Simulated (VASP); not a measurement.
The system is VWC2.

```
W V C
1.0
     1.51704    0.87586    4.93389
    -1.51704    0.87586    4.93389
     0.00000   -1.75173    4.93389
W V C
1 1 2
Cartesian
  0.0000 0.0000 0.0000
  0.0000 0.0000 7.4008
  0.0000 0.0000 3.6485
  0.0000 0.0000 11.1532
```

Base run:

| Quantity | Value |
| --- | --- |
| Program | VASP 6.6.1 |
| Functional | PBEsol |
| Potentials or basis | VASP PAW PBE potentials, release 64 (W_sv, V_sv, C) |
| Cutoff | 520 eV |
| k mesh | 9 × 9 × 9 |
| Occupations | fermi-dirac, width 0.05 eV |
| Spin | collinear spin, ferromagnetic start |
| Starting moments | [0.0, 2.5, 0.0, 0.0] μB |
| Fixed moment | 2.5 μB |

Its results: pressure -0.2 GPa; site moments W +0.65; V +1.40; C +0.05 μB; largest force 0.520 eV/Å.

Task: The run is repeated on the same cell with these changes: fixed moment from 2.5 μB to 2 μB; moments at the start from [0.0, 2.5, 0.0, 0.0] to [0.0, 2.0, 0.0, 0.0]. What comes out?

Result: Pressure -3.6 GPa; site moments W +0.48; V +1.20; C +0.03 μB; largest force 0.425 eV/Å.

Caveats: the PAW data sets were made with another functional, which shifts forces and pressure a little; the total moment is fixed, so each spin has its own Fermi level and the state may be an excited one; the cell stands under tension (at least some runs).
